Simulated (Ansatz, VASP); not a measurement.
**Cu2Cl in VASP and in Ansatz**

INCAR

```
PREC = Accurate ; ENCUT = 600
EDIFF = 1E-7 ; ISMEAR = 0
SIGMA = 0.1 ; LREAL = False
LASPH = True ; NELM = 60
ALGO = Normal ; ISIF = 3
LWAVE = False ; LCHARG = False
GGA = PE ; IBRION = 2
NSW = 100 ; EDIFFG = -0.01
```

Contents of KPOINTS:

```
Automatic mesh
0
Gamma
  10 10 10
```

File POSCAR:

```
Cu2Cl
1.0
    0.0000000000      3.6030499034      3.6030499034
    3.6030499034      0.0000000000      3.6030499034
    3.6030499034      3.6030499034      0.0000000000
Cu Cl
4 2
Direct
    0.1250000000      0.1250000000      0.1250000000
    0.6250000000      0.1250000000      0.1250000000
    0.1250000000      0.1250000000      0.6250000000
    0.1250000000      0.6250000000      0.1250000000
    0.5000000000      0.5000000000      0.5000000000
    0.7500000000      0.7500000000      0.7500000000
```

Input for Ansatz:

```yaml
crystal:
  lattice:
    - [0.0, 3.6030499034, 3.6030499034]
    - [3.6030499034, 0.0, 3.6030499034]
    - [3.6030499034, 3.6030499034, 0.0]
  atoms:
    - { symbol: Cu, position: [0.125, 0.125, 0.125] }
    - { symbol: Cu, position: [0.625, 0.125, 0.125] }
    - { symbol: Cu, position: [0.125, 0.125, 0.625] }
    - { symbol: Cu, position: [0.125, 0.625, 0.125] }
    - { symbol: Cl, position: [0.5, 0.5, 0.5] }
    - { symbol: Cl, position: [0.75, 0.75, 0.75] }
basis:
  ecutwfc: 420
kpoints:
  mp_grid: { grid: [10, 10, 10] }
hamiltonian:
  xc: pbe
scf:
  occupations: { method: gaussian, width: 0.1 }
output:
  forces: true
  stress: true
  eigenvalues: true
relax:
  adjacent_minimum: "off"
  f_tol: 0.01
  max_steps: 80
  cell: { stress_tol: 0.05 }
```

Alike in both runs: task relaxation of cell and atoms; functional PBE; k mesh 10 × 10 × 10; occupations gaussian, width 0.1 eV; no spin polarisation.

|  | VASP | Ansatz |
| --- | --- | --- |
| version | VASP 6.6.1 | Ansatz 0.2.0 |
| potentials or method | VASP PAW PBE potentials, release 64 (Cu, Cl), cutoff 600 eV | scalar-relativistic, plane waves, PAW |
| valence electrons in the cell | 58 | 90 |

```tsv
	VASP	Ansatz	Ansatz less VASP
gap on the k mesh at the Fermi level, each at its own relaxed structure (eV)	none	none	-
relaxed volume (Å³/atom)	15.67	15.64	-0.030
relaxed length of the cell vector where the two differ most in proportion (Å)	5.104	5.101	-0.0033
```

A gap of «none» marks a metal or a gap that the smearing closes. VASP's potentials hold 58 valence electrons a cell and Ansatz's 90, so a difference there can come from the potentials and not from the codes.
